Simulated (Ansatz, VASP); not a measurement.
**AlRu in VASP and in Ansatz**

```
Al Ru
1.0
     2.97641    0.00000    0.00000
     0.00000    2.97641    0.00000
     0.00000    0.00000    2.97641
Al Ru
1 1
Direct
  0.00000 0.00000 0.00000
  0.50000 0.50000 0.50420
```

Change from the starting cell: all Ru atoms moved +0.013 Å, as atom 2 along Cartesian [0 0 1].

Alike in both runs: task single point; functional PBEsol; k mesh 20 × 20 × 20; occupations gaussian, width 0.15 eV; no spin polarisation.

```csv
,VASP,Ansatz
version,VASP 6.6.1,Ansatz 0.2.0
potentials or method,"VASP PAW PBE potentials, release 64 (Al, Ru_pv), cutoff 520 eV","scalar-relativistic, plane waves, PAW"
valence electrons in the cell,17,19
```

Ansatz gave:

| Quantity | Value |
| --- | --- |
| gap on the k mesh at the Fermi level (eV) | none |
| pressure (GPa) | 0.0 |
| rms of the force components (eV/Å) | 0.058 |

Task: Which values does VASP return?

Result: gap on the k mesh at the Fermi level (eV): none; pressure (GPa): 0.1; rms of the force components (eV/Å): 0.059.

VASP's potentials were made for PBE, not for PBEsol. Atom by atom the forces differ by 0.001 eV/Å (rms over components). A gap of «none» marks a metal or a gap that the smearing closes. VASP's potentials hold 17 valence electrons a cell and Ansatz's 19, so a difference there can come from the potentials and not from the codes.
